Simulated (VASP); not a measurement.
# Ga (C2/c) in VASP: single point with PBEsol

Aim: the single point of Ga with PBEsol.

All numbers are computed with VASP 6.6.1; they aren't measurements. Logs are shortened: lines on timing, memory, paths and dates and some standing lists are left out, and cuts for length are marked.

## (1) The cell of the first run

The structure is monoclinic, space group C2/c (No. 15). Conventional cell: a = 2.900 Å, b = 8.130 Å, c = 3.170 Å, α = 90.00°, β = 90.29°, γ = 90.00°. Within 3.5 Å of Ga (site symmetry 2) lie 10 Ga at 2.68 to 3.17 Å.

## (2) Single point, PBEsol (strain +0.0050 x Voigt [0, 0, 0, 0, 1, 0])

File INCAR:

```
SYSTEM = Ga
PREC = Accurate
ENCUT = 520
EDIFF = 1E-6
ISMEAR = 0
SIGMA = 0.15
LREAL = .False.
LASPH = .True.
NELM = 100
ALGO = Fast
ISIF = 2
LWAVE = .False.
LCHARG = .False.
GGA = PS
NBANDS = 20
```

File KPOINTS:

```
Automatic mesh
0
Gamma
  18 18 16
  0 0 0
```

File POSCAR:

```
Ga
1.0
    1.4500000000     -4.0650000000      0.0036250000
    1.4500000000      4.0650000000      0.0036250000
    0.0079250000      0.0000000000      3.1700000000
Ga
2
Direct
    0.8670000000      0.1330000000      0.2500000000
    0.1330000000      0.8670000000      0.7500000000
```

Potentials or basis: VASP PAW PBE potentials, release 64 (Ga_d).

Started as:

```
cat potpaw_PBE.64/Ga_d/POTCAR > POTCAR
mpirun -np 1 vasp_std > vasp.out
```

OUTCAR:

```text
SYSTEM = Ga
   PREC = Accurate
   ENCUT = 520
   EDIFF = 1E-6
   ISMEAR = 0
   LREAL = .False.
   LASPH = .True.
   NELM = 100
   ISIF = 2
   GGA = PS

 ion  position               nearest neighbor table
   1  0.867  0.133  0.250-   2 2.68   2 2.68   2 2.87   2 2.87   2 2.87   2 2.87
   2  0.133  0.867  0.750-   1 2.68   1 2.68   1 2.87   1 2.87   1 2.87   1 2.87

  LATTYP: Found a base centered monoclinic cell.
 ALAT       =     2.9000090625
 B/A-ratio  =     2.8034395151
 C/A-ratio  =     1.0931034483
 COS(beta)  =    -0.0049999688

  Lattice vectors:

 A1 = (  -1.4500000000,   4.0650000000,  -0.0036250000)
 A2 = (  -1.4500000000,  -4.0650000000,  -0.0036250000)
 A3 = (   0.0079250000,   0.0000000000,   3.1700000000)

Analysis of symmetry for initial positions (statically):
=====================================================================
 Subroutine PRICEL returns:
 Original cell was already a primitive cell.

 Routine SETGRP: Setting up the symmetry group for a
 base centered monoclinic supercell.

 Subroutine GETGRP returns: Found  4 space group operations
 (whereof  2 operations were pure point group operations)
 out of a pool of  4 trial point group operations.

The static configuration has the point symmetry S_2 .
 The point group associated with its full space group is C_2h.

Analysis of symmetry for dynamics (positions and initial velocities):
=====================================================================
 Subroutine PRICEL returns:
 Original cell was already a primitive cell.

 Routine SETGRP: Setting up the symmetry group for a
 base centered monoclinic supercell.

 Subroutine GETGRP returns: Found  4 space group operations
 (whereof  2 operations were pure point group operations)
 out of a pool of  4 trial point group operations.

The dynamic configuration has the point symmetry S_2 .
 The point group associated with its full space group is C_2h.

 Subroutine INISYM returns: Found  4 space group operations
 (whereof  2 operations are pure point group operations),
 and found     1 'primitive' translations

----------------------------------------------------------------------------------------

                                     Primitive cell

  volume of cell :      37.3693

  direct lattice vectors                    reciprocal lattice vectors
     1.450000000 -4.065000000  0.003625000     0.344829741 -0.123001230 -0.000862074
     1.450000000  4.065000000  0.003625000     0.344829741  0.123001230 -0.000862074
     0.007925000  0.000000000  3.170000000    -0.000788648  0.000000000  0.315459385

  length of vectors
     4.315870496  4.315870496  3.170009906     0.366111453  0.366111453  0.315460371

  position of ions in fractional coordinates (direct lattice)
     0.867000000  0.133000000  0.250000000
     0.133000000  0.867000000  0.750000000

  ion indices of the primitive-cell ions
   primitive index   ion index
                 1           1
                 2           2

----------------------------------------------------------------------------------------

 KPOINTS: Automatic mesh

Automatic generation of k-mesh.
 Grid dimensions read from file:
 generate k-points for:   18   18   16

 Generating k-lattice:

  Cartesian coordinates                     Fractional coordinates (reciprocal lattice)
     0.019157208 -0.006833402 -0.000047893     0.055555556  0.000000000  0.000000000
     0.019157208  0.006833402 -0.000047893     0.000000000  0.055555556  0.000000000
    -0.000049291  0.000000000  0.019716212     0.000000000  0.000000000  0.062500000

  Length of vectors
     0.020339525  0.020339525  0.019716273

  Shift w.r.t. Gamma in fractional coordinates (k-lattice)
     0.000000000  0.000000000  0.000000000

 Subroutine IBZKPT returns following result:
 ===========================================

 Found   1379 irreducible k-points:

 Following reciprocal coordinates:
            Coordinates               Weight
  0.000000  0.000000  0.000000      1.000000
  0.055556  0.000000  0.000000      4.000000
  0.111111  0.000000  0.000000      4.000000
  0.166667  0.000000 -0.000000      4.000000
  0.222222 -0.000000 -0.000000      4.000000
  0.277778 -0.000000  0.000000      4.000000
[... 16 lines left out ...]
 -0.277778  0.055556  0.000000      4.000000
 -0.222222  0.055556  0.000000      4.000000
 [... further k-points ...]
   k-points           NKPTS =   1379   k-points in BZ     NKDIM =   1379   number of bands    NBANDS=     20
   number of dos      NEDOS =    301   number of ions     NIONS =      2
   total plane-waves  NPLWV =  24576
   dimension x,y,z NGX =    32 NGY =   32 NGZ =   24
   dimension x,y,z NGXF=    64 NGYF=   64 NGZF=   48
   ions per type =               2
   NGX,Y,Z   is equivalent  to a cutoff of  12.33, 12.33, 12.59 a.u.
   NGXF,Y,Z  is equivalent  to a cutoff of  24.65, 24.65, 25.17 a.u.
 SYSTEM =  Ga
   PREC   = accura    normal or accurate (medium, high low for compatibility)
   ISTART =      0    job   : 0-new  1-cont  2-samecut
   ICHARG =      2    charge: 1-file 2-atom 10-const
   ISPIN  =      1    spin polarized calculation?
   LNONCOLLINEAR =      F non collinear calculations
   LSORBIT =      F    spin-orbit coupling
   LASPH  =      T    aspherical Exc in radial PAW
   ENCUT  =  520.0 eV  38.22 Ry    6.18 a.u.   8.02  8.02  5.89*2*pi/ulx,y,z
   NELM   =    100;   NELMIN=  2; NELMDL= -5     # of ELM steps
   EDIFF  = 0.1E-05   stopping-criterion for ELM
   LREAL  =      F    real-space projection
[... 7 lines left out ...]
   TEBEG  =    0.0;   TEEND  =   0.0 temperature during run
   PSTRESS=    0.0 pullay stress
   NELECT =      26.0000    total number of electrons
   NUPDOWN=      -1.0000    fix difference up-down
   EMIN   =  10.00;   EMAX   =-10.00  energy-range for DOS
   EFERMI =   0.00;   METHOD = LEGACY
   ISMEAR =     0;   SIGMA  =   0.15  broadening in eV -4-tet -1-fermi 0-gaus
   EFERMI_NEDOS =   21; number of points for ismear=-14 and -15
   IALGO  =     68    algorithm
   IMIX   =      4    mixing-type and parameters
     AMIX     =   0.40;   BMIX     =  1.00
     AMIX_MAG =   1.60;   BMIX_MAG =  1.00
  volume/ion in A,a.u.               =      18.68       126.09
  Fermi-wavevector in a.u.,A,eV,Ry     =   1.450644  2.741320 28.631674  2.104369
  Thomas-Fermi vector in A             =   2.568233
   LORBIT       =      0    0 simple, 1 ext, 2 COOP (PROOUT), +10 PAW based schemes
   GGA     = PS    functional components
   LHFCALC =     F    Hartree Fock is set to
   AEXX    =    0.0000 exact exchange contribution
   IVDW    =     0    specifies the selected vdW correction
   LEPSILON=     F    determine dielectric tensor
   LRPA    =     F    only Hartree local field effects (RPA)
 non-spin polarized calculation
 RMM-DIIS sequential band-by-band and
 Gauss-broadening in eV      SIGMA  =   0.15
  energy-cutoff  :      520.00
  volume of cell :       37.37
 maximum number of plane-waves:      1026
   NGX = 17   NGY = 17   NGZ = 11

 number of electron      26.0000003 magnetization

 Free energy of the ion-electron system (eV)
  ---------------------------------------------------
  ext. energy  EPLUGINS =         0.00000000
  ---------------------------------------------------
  free energy    TOTEN  =        -6.65749774 eV

  energy without entropy =       -6.64868548  energy(sigma->0) =       -6.65309161

 E-fermi :   5.4941     XC(G=0): -11.1575

 val. band max:        5.4927312879   @ k =  -0.0556   0.4444   0.3750
 cond. band min:       5.4953913967   @ k =  -0.2778  -0.2778   0.4375
 fundamental gap:      0.0026601088
 Fermi energy:         5.4940862891

 k-point     1 :       0.0000    0.0000    0.0000
  band No.  band energies     occupation
      1      -9.6379      2.00000
      2      -9.6131      2.00000
      3      -9.5429      2.00000
      4      -9.5290      2.00000
      5      -9.3369      2.00000
      6      -9.3205      2.00000
[... 12 lines left out ...]
     19      16.7471      0.00000
     20      17.2198      0.00000

 k-point     2 :       0.0556    0.0000    0.0000
  band No.  band energies     occupation
      1      -9.6347      2.00000
      2      -9.6111      2.00000
      3      -9.5427      2.00000
      4      -9.5156      2.00000
      5      -9.3404      2.00000
      6      -9.3244      2.00000
[... 12 lines left out ...]
     19      16.7675      0.00000
     20      18.0990      0.00000

 k-point     3 :       0.1111    0.0000    0.0000
  band No.  band energies     occupation
      1      -9.6255      2.00000
      2      -9.6053      2.00000
      3      -9.5346      2.00000
      4      -9.4857      2.00000
      5      -9.3509      2.00000
      6      -9.3357      2.00000
[... 12 lines left out ...]
     19      17.5372      0.00000
     20      19.2882      0.00000

 k-point     4 :       0.1667    0.0000   -0.0000
  band No.  band energies     occupation
      1      -9.6116      2.00000
      2      -9.5965      2.00000
      3      -9.5188      2.00000
      4      -9.4495      2.00000
      5      -9.3636      2.00000
      6      -9.3535      2.00000
[... 12 lines left out ...]
     19      17.7506      0.00000
     20      20.9408      0.00000

 k-point     5 :       0.2222   -0.0000   -0.0000
  band No.  band energies     occupation
      1      -9.5949      2.00000
      2      -9.5860      2.00000
      3      -9.5001      2.00000
      4      -9.4331      2.00000
      5      -9.3760      2.00000
      6      -9.3547      2.00000
[... 12 lines left out ...]
     19      17.8446      0.00000
     20      21.4197      0.00000

 k-point     6 :       0.2778   -0.0000    0.0000
  band No.  band energies     occupation
      1      -9.5778      2.00000
      2      -9.5751      2.00000
      3      -9.4849      2.00000
      4      -9.4475      2.00000
      5      -9.4007      2.00000
      6      -9.3210      2.00000
[... 12 lines left out ...]
     19      17.8858      0.00000
     20      20.0802      0.00000

 k-point     7 :       0.3333    0.0000   -0.0000
  band No.  band energies     occupation
      1      -9.5654      2.00000
      2      -9.5640      2.00000
      3      -9.4805      2.00000
      4      -9.4613      2.00000
      5      -9.4249      2.00000
      6      -9.3209      2.00000
[... 12 lines left out ...]
     19      17.6329      0.00000
     20      18.9287      0.00000
[... 277 lines left out ...]
 k-point    20 :      -0.4444    0.0556    0.0000
  band No.  band energies     occupation
      1      -9.5580      2.00000
      2      -9.5485      2.00000
      3      -9.4819      2.00000
      4      -9.4651      2.00000
      5      -9.4519      2.00000
      6      -9.3365      2.00000
[... 12 lines left out ...]
     19      15.7726      0.00000
     20      18.1376      0.00000

 k-point    21 :      -0.3889    0.0556    0.0000
  band No.  band energies     occupation
      1      -9.5591      2.00000
      2      -9.5534      2.00000
      3      -9.4813      2.00000
      4      -9.4676      2.00000
      5      -9.4344      2.00000
      6      -9.3311      2.00000
[... 12 lines left out ...]
     19      16.9571      0.00000
     20      18.1868      0.00000

 k-point    22 :      -0.3333    0.0556   -0.0000
  band No.  band energies     occupation
      1      -9.5693      2.00000
      2      -9.5620      2.00000
      3      -9.4934      2.00000
      4      -9.4548      2.00000
      5      -9.4114      2.00000
      6      -9.3280      2.00000
[... 12 lines left out ...]
     19      17.3519      0.00000
     20      19.2609      0.00000

 k-point    23 :      -0.2778    0.0556    0.0000
  band No.  band energies     occupation
      1      -9.5856      2.00000
      2      -9.5731      2.00000
      3      -9.5135      2.00000
      4      -9.4361      2.00000
      5      -9.3863      2.00000
      6      -9.3523      2.00000
[... 12 lines left out ...]
     19      17.3283      0.00000
     20      20.7086      0.00000

 k-point    24 :      -0.2222    0.0556    0.0000
  band No.  band energies     occupation
      1      -9.6034      2.00000
      2      -9.5850      2.00000
      3      -9.5351      2.00000
      4      -9.4354      2.00000
      5      -9.3768      2.00000
      6      -9.3625      2.00000
[... 12 lines left out ...]
     19      17.2864      0.00000
     20      20.6092      0.00000

 [... further k-points ...]

------------------------ aborting loop because EDIFF is reached ----------------------------------------

  FORCE on cell =-STRESS in cart. coord.  units (eV):
  Direction    XX          YY          ZZ          XY          YZ          ZX
  --------------------------------------------------------------------------------------
  -------------------------------------------------------------------------------------
  Total       -0.8977768     -0.3104831     -0.1209629      0.0000000      0.0000000      0.0078222
  in kB      -38.4914149    -13.3116959     -5.1861795      0.0000000      0.0000000      0.3353694
  external PRESSURE =     -18.9964301 kB  Pullay stress =       0.0000000 kB

 VOLUME and BASIS-vectors are now :
 -----------------------------------------------------------------------------
  energy-cutoff  :      520.00
  volume of cell :       37.37
      direct lattice vectors                 reciprocal lattice vectors
     1.450000000 -4.065000000  0.003625000     0.344829741 -0.123001230 -0.000862074
     1.450000000  4.065000000  0.003625000     0.344829741  0.123001230 -0.000862074
     0.007925000  0.000000000  3.170000000    -0.000788648  0.000000000  0.315459385

 POSITION                                       TOTAL-FORCE (eV/Angst)
 -----------------------------------------------------------------------------------
      1.45198     -2.98371      0.79612         0.000000      0.199534      0.000000
      1.45594      2.98371      2.38112        -0.000000     -0.199534     -0.000000
 -----------------------------------------------------------------------------------
    total drift:                                0.000000      0.000000     -0.000000

  FREE ENERGIE OF THE ION-ELECTRON SYSTEM (eV)
  ---------------------------------------------------
  free  energy   TOTEN  =        -6.6574977370 eV

  energy  without entropy=       -6.6486854778  energy(sigma->0) =       -6.65309161
```

It took 6.3 min on 1 thread of Intel Xeon 6975P-C (Granite Rapids), shared host; peak memory 0.83 GiB.

What came out:

```yaml
Free_energy: -6.6575 eV
Pressure: -1.9 GPa
Largest_force: 0.200 eV/Å
Band_gap_on_the_k_mesh: zero (bands 13 and 14 overlap by 9.37 eV)
```

Forces in eV/Å, atoms in the order of the input:
```
Ga   0.000  0.200  0.000
Ga   0.000 -0.200  0.000
```

Stress tensor (GPa, compression positive):
```
-3.85  0.00  0.03
 0.00 -1.33  0.00
 0.03  0.00 -0.52
```

Levels at points of the mesh, in eV from the Fermi level:
```tsv
k point	band 9	band 10	band 11	band 12	band 13	band 14	band 15	band 16	band 17	band 18
(0.00, 0.00, 0.00)	-14.77	-14.61	-11.25	-2.28	-1.58	2.88	6.57	7.82	8.75	10.47
(0.50, 0.00, 0.00)	-14.67	-14.67	-6.71	-5.42	-1.77	-0.44	6.48	6.72	8.90	9.31
(0.50, 0.50, 0.00)	-14.72	-14.68	-9.22	-8.59	5.12	5.78	5.85	7.07	7.19	9.39
(0.00, 0.00, 0.50)	-14.69	-14.69	-7.42	-7.42	1.85	1.85	2.49	2.49	10.33	10.33
(0.50, 0.00, 0.50)	-14.66	-14.66	-3.06	-3.06	-1.61	-1.59	1.82	1.90	4.20	4.26
(0.50, 0.50, 0.50)	-14.74	-14.74	-5.59	-5.59	-4.25	-4.25	9.58	9.58	11.41	11.41
```

Caveat: the cell differs from its parent crystal (strain +0.0050 x Voigt [0, 0, 0, 0, 1, 0]); the PAW data sets were made with another functional, which shifts forces and pressure a little.
